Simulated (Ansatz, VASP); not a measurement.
InSb in VASP and in Ansatz

File INCAR:

```
SYSTEM = InSb
PREC     = Accurate       ! precision mode
ENCUT    = 520            ! plane-wave cutoff, eV
EDIFF    = 1E-7           ! SCF threshold, eV
ISMEAR   = 1              ! smearing method
SIGMA    = 0.2            ! smearing width, eV
LREAL    = .False.        ! projectors in reciprocal space
LASPH    = .True.         ! aspherical terms in the spheres
NELM     = 60             ! most SCF steps
ALGO     = Fast           ! electronic algorithm
ISIF     = 2              ! what is computed and relaxed
LWAVE    = .False.        ! write WAVECAR
LCHARG   = .True.         ! write CHGCAR
GGA      = PE             ! functional
LELF     = .True.         ! ELF
LVHAR    = .True.       
NBANDS   = 26             ! bands
```

Contents of KPOINTS:

```
Automatic mesh
0
Gamma
  8 8 14
  0 0 0
```

The input POSCAR:

```
InSb
1.0
    5.9204200000      0.0000000000      0.0000000000
    0.0000000000      5.9380040000      0.0000000000
    0.0000000000      0.0000000000      3.2224990000
In Sb
2 2
Direct
    0.0000000000      0.0000000000      0.0088050000
    0.5000000000      0.5000000000      0.9911950000
    0.0000000000      0.5000000000      0.2769970000
    0.5000000000      0.0000000000      0.7230030000
```

Input for Ansatz:

```yaml
crystal:
  lattice:
    - [5.92042, 0.0, 0.0]
    - [0.0, 5.938004, 0.0]
    - [0.0, 0.0, 3.222499]
  atoms:
    - { symbol: In, position: [0.0, 0.0, 0.008805] }
    - { symbol: In, position: [0.5, 0.5, 0.991195] }
    - { symbol: Sb, position: [0.0, 0.5, 0.276997] }
    - { symbol: Sb, position: [0.5, 0.0, 0.723003] }
basis:
  ecutwfc: 420
kpoints:
  mp_grid: { grid: [8, 8, 14] }
hamiltonian:
  xc: pbe
scf:
  occupations: { method: cold, width: 0.2 }
output:
  forces: true
  stress: true
  eigenvalues: true
```

Alike in both runs: task single point; functional PBE; k mesh 8 × 8 × 14; no spin polarisation.

|  | VASP | Ansatz |
| --- | --- | --- |
| version | VASP 6.6.1 | Ansatz 0.2.0 |
| potentials or method | VASP PAW PBE potentials, release 64 (In_d, Sb), cutoff 520 eV | scalar-relativistic, plane waves, PAW |
| occupations | methfessel-paxton of order 1, width 0.2 eV | cold, width 0.2 eV |
| valence electrons in the cell | 36 | 56 |

```tsv
	VASP	Ansatz	Ansatz less VASP
gap on the k mesh at the Fermi level (eV)	none	none	-
pressure (GPa)	0.0	0.0	+0.05
traceless stress, the component that is largest in VASP (GPa)	0.28	0.33	+0.042
rms of the force components (eV/Å)	0.025	0.026	+0.0014
```

Atom by atom the forces differ by 0.001 eV/Å (rms over components). A gap of «none» marks a metal or a gap that the smearing closes. VASP's potentials hold 36 valence electrons a cell and Ansatz's 56, so a difference there can come from the potentials and not from the codes.

Neither program's run includes spin-orbit coupling.
